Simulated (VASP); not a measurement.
# AlNi3 (Immm) in VASP: further runs

Runs on AlNi3. Level: PBEsol. Tasks: single point.

Everything below comes from runs of VASP 6.6.1. Logs are shortened: lines on timing, memory, paths and dates and some standing lists are left out, and cuts for length are marked.

## Step 1: The cell of the first run

Symmetry: Immm, No. 71, orthorhombic system. Conventional cell: a = 3.878 Å, b = 4.037 Å, c = 5.597 Å, α = 90.00°, β = 90.00°, γ = 90.00°. Within 3.2 Å of Al (site symmetry mmm) lie 14 Ni at 2.39 to 2.80 Å. Within 3.2 Å of Ni (site symmetry mm2) lie 4 Al at 2.39 to 2.46 Å and 10 Ni at 2.39 to 2.80 Å. Within 3.2 Å of Ni (site symmetry mmm) lie 8 Ni at 2.39 to 2.46 Å and 6 Al at 2.80 Å.

## Step 2: Single point, PBEsol (strain -0.0400 x Voigt [0, 0, 0, 1, 0, 0])

The input, INCAR:

```
PREC = Accurate
ENCUT = 520
EDIFF = 1E-6
ISMEAR = 0
SIGMA = 0.15
LREAL = F
LASPH = T
NELM = 100
ALGO = Fast
ISIF = 2
LWAVE = F
LCHARG = F
GGA = PS
NBANDS = 24
```

The input, KPOINTS:

```
regular mesh
0
Gamma
  14 14 14
```

The input, POSCAR:

```
AlNi3
1.0
    0.0000000000      2.7424396994      2.7424396994
    2.7984078565     -0.0559681571      2.7984078565
    2.7984078565      2.7984078565     -0.0559681571
Al Ni
1 3
Direct
    0.5000000000      0.5000000000      0.5000000000
    0.2500000000      0.2500000000      0.2500000000
    0.0000000000      0.0000000000      0.0000000000
    0.7500000000      0.7500000000      0.7500000000
```

Potentials or basis: VASP PAW PBE potentials, release 64 (Al, Ni).

Run with:

```sh
> cat potpaw_PBE.64/Al/POTCAR potpaw_PBE.64/Ni/POTCAR > POTCAR
> mpirun -np 1 vasp_std > vasp.out
```

OUTCAR:

```text
PREC = Accurate
   ENCUT = 520
   EDIFF = 1E-6
   ISMEAR = 0
   LREAL = F
   LASPH = T
   NELM = 100
   ISIF = 2
   GGA = PS

 ion  position               nearest neighbor table
   1  0.500  0.500  0.500-   2 2.39   2 2.39   4 2.39   4 2.39   4 2.46   2 2.46   2 2.46   4 2.46
                             3 2.80   3 2.80   3 2.80   3 2.80   3 2.80   3 2.80
   2  0.250  0.250  0.250-   3 2.39   1 2.39   3 2.39   1 2.39   1 2.46   3 2.46   3 2.46   1 2.46
                             4 2.80   4 2.80   4 2.80   4 2.80   4 2.80   4 2.80
   3  0.000  0.000  0.000-   4 2.39   2 2.39   4 2.39   2 2.39   2 2.46   4 2.46   4 2.46   2 2.46
                             1 2.80   1 2.80   1 2.80   1 2.80   1 2.80   1 2.80
   4  0.750  0.750  0.750-   1 2.39   1 2.39   3 2.39   3 2.39   3 2.46   1 2.46   1 2.46   3 2.46
                             2 2.80   2 2.80   2 2.80   2 2.80   2 2.80   2 2.80

  LATTYP: Found a body centered orthorhombic cell.
 ALAT       =     3.8783954169
 B/A-ratio  =     1.0408163265
 C/A-ratio  =     1.4430750636

  Lattice vectors:

 A1 = (  -2.7984078565,   0.0559681571,  -2.7984078565)
 A2 = (  -2.7984078565,  -0.0559681571,   2.7984078565)
 A3 = (   2.7984078565,   2.7984078565,  -0.0559681571)

Analysis of symmetry for initial positions (statically):
=====================================================================
 Subroutine PRICEL returns:
 Original cell was already a primitive cell.

 Routine SETGRP: Setting up the symmetry group for a
 body centered orthorhombic supercell.

 Subroutine GETGRP returns: Found  8 space group operations
 (whereof  8 operations were pure point group operations)
 out of a pool of  8 trial point group operations.

The static configuration has the point symmetry D_2h.

Analysis of symmetry for dynamics (positions and initial velocities):
=====================================================================
 Subroutine PRICEL returns:
 Original cell was already a primitive cell.

 Routine SETGRP: Setting up the symmetry group for a
 body centered orthorhombic supercell.

 Subroutine GETGRP returns: Found  8 space group operations
 (whereof  8 operations were pure point group operations)
 out of a pool of  8 trial point group operations.

The dynamic configuration has the point symmetry D_2h.

 Subroutine INISYM returns: Found  8 space group operations
 (whereof  8 operations are pure point group operations),
 and found     1 'primitive' translations

----------------------------------------------------------------------------------------

                                     Primitive cell

  volume of cell :      43.8116

  direct lattice vectors                    reciprocal lattice vectors
     0.000000000  2.742439699  2.742439699    -0.178673026  0.182319414  0.182319414
     2.798407856 -0.055968157  2.798407856     0.178673026 -0.175169633  0.175169633
     2.798407856  2.798407856 -0.055968157     0.178673026  0.175169633 -0.175169633

  length of vectors
     3.878395417  3.957942079  3.957942079     0.313695375  0.305438785  0.305438785

  position of ions in fractional coordinates (direct lattice)
     0.500000000  0.500000000  0.500000000
     0.250000000  0.250000000  0.250000000
     0.000000000  0.000000000  0.000000000
     0.750000000  0.750000000  0.750000000

  ion indices of the primitive-cell ions
   primitive index   ion index
                 1           1
                 2           2
                 3           3
                 4           4

----------------------------------------------------------------------------------------

 KPOINTS: regular mesh

Automatic generation of k-mesh.
 Grid dimensions read from file:
 generate k-points for:   14   14   14

 Generating k-lattice:

  Cartesian coordinates                     Fractional coordinates (reciprocal lattice)
    -0.012762359  0.013022815  0.013022815     0.071428571 -0.000000000 -0.000000000
     0.012762359 -0.012512117  0.012512117     0.000000000  0.071428571 -0.000000000
     0.012762359  0.012512117 -0.012512117     0.000000000  0.000000000  0.071428571

  Length of vectors
     0.022406812  0.021817056  0.021817056

  Shift w.r.t. Gamma in fractional coordinates (k-lattice)
     0.000000000  0.000000000  0.000000000

 Subroutine IBZKPT returns following result:
 ===========================================

 Found    428 irreducible k-points:

 Following reciprocal coordinates:
            Coordinates               Weight
  0.000000  0.000000  0.000000      1.000000
  0.071429  0.000000  0.000000      4.000000
  0.142857  0.000000 -0.000000      4.000000
  0.214286  0.000000  0.000000      4.000000
  0.285714  0.000000 -0.000000      4.000000
  0.357143 -0.000000 -0.000000      4.000000
[... 16 lines left out ...]
  0.000000  0.142857  0.000000      4.000000
  0.071429  0.142857 -0.000000      8.000000
 [... further k-points ...]
   k-points           NKPTS =    428   k-points in BZ     NKDIM =    428   number of bands    NBANDS=     24
   number of dos      NEDOS =    301   number of ions     NIONS =      4
   total plane-waves  NPLWV =  27000
   dimension x,y,z NGX =    30 NGY =   30 NGZ =   30
   dimension x,y,z NGXF=    60 NGYF=   60 NGZF=   60
   ions per type =               1   3
   NGX,Y,Z   is equivalent  to a cutoff of  12.86, 12.60, 12.60 a.u.
   NGXF,Y,Z  is equivalent  to a cutoff of  25.72, 25.20, 25.20 a.u.
 SYSTEM =  unknown system
   PREC   = accura    normal or accurate (medium, high low for compatibility)
   ISTART =      0    job   : 0-new  1-cont  2-samecut
   ICHARG =      2    charge: 1-file 2-atom 10-const
   ISPIN  =      1    spin polarized calculation?
   LNONCOLLINEAR =      F non collinear calculations
   LSORBIT =      F    spin-orbit coupling
   LASPH  =      T    aspherical Exc in radial PAW
   ENCUT  =  520.0 eV  38.22 Ry    6.18 a.u.   7.21  7.36  7.36*2*pi/ulx,y,z
   NELM   =    100;   NELMIN=  2; NELMDL= -5     # of ELM steps
   EDIFF  = 0.1E-05   stopping-criterion for ELM
   LREAL  =      F    real-space projection
   EDIFFG = 0.1E-04   stopping-criterion for IOM
   NSW    =      0    number of steps for IOM
   IBRION =     -1    ionic relax: 0-MD 1-quasi-New 2-CG
   NFREE  =      0    steps in history (QN), initial steepest desc. (CG)
   ISIF   =      2    stress and relaxation
   ISYM   =      2    0-nonsym 1-usesym 2-fastsym
   POTIM  = 0.5000    time-step for ionic-motion
   TEBEG  =    0.0;   TEEND  =   0.0 temperature during run
   PSTRESS=    0.0 pullay stress
   NELECT =      33.0000    total number of electrons
   NUPDOWN=      -1.0000    fix difference up-down
   EMIN   =  10.00;   EMAX   =-10.00  energy-range for DOS
   EFERMI =   0.00;   METHOD = LEGACY
   ISMEAR =     0;   SIGMA  =   0.15  broadening in eV -4-tet -1-fermi 0-gaus
   EFERMI_NEDOS =   21; number of points for ismear=-14 and -15
   IALGO  =     68    algorithm
   IMIX   =      4    mixing-type and parameters
     AMIX     =   0.40;   BMIX     =  1.00
     AMIX_MAG =   1.60;   BMIX_MAG =  1.00
  volume/ion in A,a.u.               =      10.95        73.91
  Fermi-wavevector in a.u.,A,eV,Ry     =   1.489532  2.814807 30.187305  2.218704
  Thomas-Fermi vector in A             =   2.602428
   LORBIT       =      0    0 simple, 1 ext, 2 COOP (PROOUT), +10 PAW based schemes
   GGA     = PS    functional components
   LHFCALC =     F    Hartree Fock is set to
   AEXX    =    0.0000 exact exchange contribution
   IVDW    =     0    specifies the selected vdW correction
   LEPSILON=     F    determine dielectric tensor
   LRPA    =     F    only Hartree local field effects (RPA)
 non-spin polarized calculation
 RMM-DIIS sequential band-by-band and
 Gauss-broadening in eV      SIGMA  =   0.15
  energy-cutoff  :      520.00
  volume of cell :       43.81
 maximum number of plane-waves:      1207
 NGX is ok and might be reduce to    30
   NGX = 15   NGY = 15   NGZ = 15

 number of electron      33.0000000 magnetization

 Free energy of the ion-electron system (eV)
  ---------------------------------------------------
  ext. energy  EPLUGINS =         0.00000000
  ---------------------------------------------------
  free energy    TOTEN  =       -24.05188804 eV

  energy without entropy =      -24.02092725  energy(sigma->0) =      -24.03640765

 E-fermi :   9.8613     XC(G=0): -12.9850

 val. band max:        9.8610846640   @ k =   0.5000  -0.3571   0.0714
 cond. band min:       9.8679982588   @ k =  -0.4286   0.4286   0.0714
 fundamental gap:      0.0069135947
 Fermi energy:         9.8613463010

 k-point     1 :       0.0000    0.0000    0.0000
  band No.  band energies     occupation
      1      -0.3746      2.00000
      2       6.2209      2.00000
      3       6.2342      2.00000
      4       6.3124      2.00000
      5       6.3558      2.00000
      6       6.4046      2.00000
[... 16 lines left out ...]
     23      17.1750      0.00000
     24      18.5393      0.00000

 k-point     2 :       0.0714    0.0000    0.0000
  band No.  band energies     occupation
      1      -0.2961      2.00000
      2       6.1778      2.00000
      3       6.1904      2.00000
      4       6.3423      2.00000
      5       6.4089      2.00000
      6       6.4506      2.00000
[... 16 lines left out ...]
     23      17.5133      0.00000
     24      18.3405      0.00000

 k-point     3 :       0.1429    0.0000   -0.0000
  band No.  band energies     occupation
      1      -0.0621      2.00000
      2       6.1350      2.00000
      3       6.1673      2.00000
      4       6.2239      2.00000
      5       6.5665      2.00000
      6       6.5977      2.00000
[... 16 lines left out ...]
     23      17.8060      0.00000
     24      18.0329      0.00000
[... 514 lines left out ...]
 k-point    23 :       0.0000    0.1429    0.0000
  band No.  band energies     occupation
      1      -0.0792      2.00000
      2       6.1404      2.00000
      3       6.1585      2.00000
      4       6.1946      2.00000
      5       6.5636      2.00000
      6       6.6053      2.00000
[... 16 lines left out ...]
     23      17.8727      0.00000
     24      18.1956      0.00000

 k-point    24 :       0.0714    0.1429   -0.0000
  band No.  band energies     occupation
      1      -0.1022      2.00000
      2       5.9934      2.00000
      3       6.2651      2.00000
      4       6.3345      2.00000
      5       6.4939      2.00000
      6       6.5798      2.00000
[... 16 lines left out ...]
     23      16.9708      0.00000
     24      18.4044      0.00000

 [... further k-points ...]
[... 5 lines left out ...]
  --------------------------------------------------------------------------------------
  -------------------------------------------------------------------------------------
  Total        0.1720720      0.1085021      0.1085021     -0.0000000      1.6688861      0.0000000
  in kB        6.2926191      3.9678890      3.9678890     -0.0000000     61.0306527      0.0000000
  external PRESSURE =       4.7427990 kB  Pullay stress =       0.0000000 kB

 VOLUME and BASIS-vectors are now :
 -----------------------------------------------------------------------------
  energy-cutoff  :      520.00
  volume of cell :       43.81
      direct lattice vectors                 reciprocal lattice vectors
     0.000000000  2.742439699  2.742439699    -0.178673026  0.182319414  0.182319414
     2.798407856 -0.055968157  2.798407856     0.178673026 -0.175169633  0.175169633
     2.798407856  2.798407856 -0.055968157     0.178673026  0.175169633 -0.175169633

 POSITION                                       TOTAL-FORCE (eV/Angst)
 -----------------------------------------------------------------------------------
      2.79841      2.74244      2.74244         0.000000     -0.000000     -0.000000
      1.39920      1.37122      1.37122         0.041135     -0.000000     -0.000000
      0.00000      0.00000      0.00000         0.000000      0.000000     -0.000000
      4.19761      4.11366      4.11366        -0.041135      0.000000      0.000000
 -----------------------------------------------------------------------------------
    total drift:                                0.000000     -0.000000      0.000000

  FREE ENERGIE OF THE ION-ELECTRON SYSTEM (eV)
  ---------------------------------------------------
  free  energy   TOTEN  =       -24.0518880400 eV

  energy  without entropy=      -24.0209272538  energy(sigma->0) =      -24.03640765
```

Run time: 4 min. Hardware: 1 thread of Intel Xeon 6975P-C (Granite Rapids), shared host; peak memory 0.47 GiB.

What came out:

```yaml
Free_energy: -24.0519 eV
Pressure: 0.5 GPa
Largest_force: 0.041 eV/Å
```

Forces on the atoms (eV/Å):
```
Al   0.000  0.000  0.000
Ni   0.041  0.000  0.000
Ni   0.000  0.000  0.000
Ni  -0.041  0.000  0.000
```

Stress tensor (GPa, compression positive):
```
0.63 0.00 0.00
0.00 0.40 6.10
0.00 6.10 0.40
```

Caveat: the cell differs from its parent crystal (strain -0.0400 x Voigt [0, 0, 0, 1, 0, 0]); the PAW data sets were made with another functional, which shifts forces and pressure a little. Spin polarisation is off, so any magnetic state and its effect on volume and gap are missing.

## Step 3: Single point, PBEsol (strain +0.0300 x Voigt [0, 0, 0, 1, 0, 0])

The input, INCAR:

```
ALGO = Fast
EDIFF = 1E-7
ENCUT = 520
GGA = PS
ISIF = 2
ISMEAR = 0
LASPH = True
LCHARG = True
LELF = True
LREAL = False
LVHAR = True
LWAVE = False
NBANDS = 24
NELM = 80
PREC = Accurate
SIGMA = 0.15
```

The input, KPOINTS:

```
k-points
0
Gamma
  14 14 14
```

The input, POSCAR:

```
AlNi3
1.0
    0.0000000000      2.8403839743      2.8403839743
    2.7984078565      0.0419761178      2.7984078565
    2.7984078565      2.7984078565      0.0419761178
Al Ni
1 3
Direct
    0.5000000000      0.5000000000      0.5000000000
    0.2500000000      0.2500000000      0.2500000000
    0.0000000000      0.0000000000      0.0000000000
    0.7500000000      0.7500000000      0.7500000000
```

Potentials or basis: VASP PAW PBE potentials, release 64 (Al, Ni).

Run with:

```sh
> cat potpaw_PBE.64/Al/POTCAR potpaw_PBE.64/Ni/POTCAR > POTCAR
> mpirun -np 1 vasp_std > vasp.out
```

It took 4.5 min on 1 thread of Intel Xeon 6975P-C (Granite Rapids), shared host; peak memory 0.47 GiB.

It converged, with:

```
Free energy   : -24.0665 eV
Pressure      : 0.3 GPa
Largest force : 0.031 eV/Å
```

Forces on the atoms (eV/Å):
```
Al   0.000  0.000  0.000
Ni  -0.031  0.000  0.000
Ni   0.000  0.000  0.000
Ni   0.031  0.000  0.000
```

Stress tensor (GPa, compression positive):
```
 0.42  0.00  0.00
 0.00  0.29 -4.58
 0.00 -4.58  0.29
```

Levels at points of the mesh, in eV from the Fermi level:
```csv
k point,band 12,band 13,band 14,band 15,band 16,band 17,band 18,band 19,band 20,band 21
"(0.00, 0.00, 0.00)",-0.89,-0.57,-0.56,-0.52,-0.51,5.25,5.41,5.67,5.83,5.93
"(0.50, 0.00, 0.00)",-1.72,-0.65,-0.60,-0.50,-0.47,-0.15,4.38,4.46,4.86,4.93
"(0.00, 0.50, 0.00)",-1.74,-0.70,-0.65,-0.48,-0.46,-0.15,4.23,4.26,4.72,4.76
"(0.50, 0.50, 0.00)",-1.20,-1.06,-0.75,-0.60,-0.40,-0.36,-0.33,-0.04,4.28,4.71
"(0.00, 0.50, 0.50)",-1.07,-0.99,-0.76,-0.60,-0.37,-0.36,-0.34,-0.04,4.15,4.85
```

Caveat: the cell differs from its parent crystal (strain +0.0300 x Voigt [0, 0, 0, 1, 0, 0]); the PAW data sets were made with another functional, which shifts forces and pressure a little.

## Step 4: Single point, PBEsol (strain -0.0200 x Voigt [0, 0, 0, 1, 0, 0])

The input, INCAR:

```
PREC = Accurate
ENCUT = 520
EDIFF = 1E-6
ISMEAR = 0
SIGMA = 0.15
LREAL = F
LASPH = T
NELM = 100
ALGO = Fast
ISIF = 2
LWAVE = F
LCHARG = F
GGA = PS
NBANDS = 24
```

The input, KPOINTS:

```
regular mesh
0
Gamma
  14 14 14
```

The input, POSCAR:

```
AlNi3
1.0
    0.0000000000      2.7704237779      2.7704237779
    2.7984078565     -0.0279840786      2.7984078565
    2.7984078565      2.7984078565     -0.0279840786
Al Ni
1 3
Direct
    0.5000000000      0.5000000000      0.5000000000
    0.2500000000      0.2500000000      0.2500000000
    0.0000000000      0.0000000000      0.0000000000
    0.7500000000      0.7500000000      0.7500000000
```

Run with:

```sh
> cat potpaw_PBE.64/Al/POTCAR potpaw_PBE.64/Ni/POTCAR > POTCAR
> mpirun -np 1 vasp_std > vasp.out
```

Wall time 3.9 min (1 thread of Intel Xeon 6975P-C (Granite Rapids), shared host); peak memory 0.47 GiB.

Results (log left out):

* Free energy: -24.0770 eV
* Pressure: 0.2 GPa
* Largest force: 0.021 eV/Å

Forces on the atoms (eV/Å):
```
Al   0.000  0.000  0.000
Ni   0.021  0.000  0.000
Ni   0.000  0.000  0.000
Ni  -0.021  0.000  0.000
```

Stress tensor (GPa, compression positive):
```
0.24 0.00 0.00
0.00 0.18 3.05
0.00 3.05 0.18
```

Levels at points of the mesh, in eV from the Fermi level:
```
           k point  band 13  band 14  band 15  band 16  band 17  band 18  band 19  band 20
(0.00, 0.00, 0.00)    -0.56    -0.56    -0.52    -0.52     5.32     5.43     5.59     5.87
(0.50, 0.00, 0.00)    -0.68    -0.65    -0.48    -0.46    -0.15     4.26     4.29     4.76
(0.00, 0.50, 0.00)    -0.65    -0.62    -0.49    -0.48    -0.15     4.37     4.41     4.85
(0.50, 0.50, 0.00)    -1.06    -0.76    -0.60    -0.39    -0.36    -0.34    -0.04     4.28
(0.00, 0.50, 0.50)    -1.06    -0.76    -0.60    -0.37    -0.37    -0.35    -0.04     4.21
```

Caveat: the cell differs from its parent crystal (strain -0.0200 x Voigt [0, 0, 0, 1, 0, 0]); the PAW data sets were made with another functional, which shifts forces and pressure a little.

## Step 5: Summary

| cell | further INCAR settings | gap on the mesh (eV) | pressure (GPa) | largest force (eV/Å) |
| --- | --- | --- | --- | --- |
| a = 3.878, b = 3.958, c = 3.958 Å, angles 61.3, 60.7, 60.7°, 4 atoms | ALGO = Fast; EDIFF = 1e-06; NBANDS = 24 | none | 0.5 | 0.04 |
| a = 4.017, b = 3.958, c = 3.958 Å, angles 59.0, 59.5, 59.5°, 4 atoms | ALGO = Fast; EDIFF = 1e-07; NBANDS = 24 | none | 0.3 | 0.03 |
| a = 3.918, b = 3.958, c = 3.958 Å, angles 60.7, 60.3, 60.3°, 4 atoms | ALGO = Fast; EDIFF = 1e-06; NBANDS = 24 | none | 0.2 | 0.02 |

Alike in all rows: task single point; level PBEsol; potentials or basis VASP PAW PBE potentials, release 64 (Al, Ni); no spin polarisation; k mesh 14 × 14 × 14; cutoff (eV) 520; smearing gaussian 0.15 eV.

Caveats: the PAW data sets were made with another functional, which shifts forces and pressure a little.

Total energies depend on the potentials used, so only differences within one code and one set of settings carry meaning.
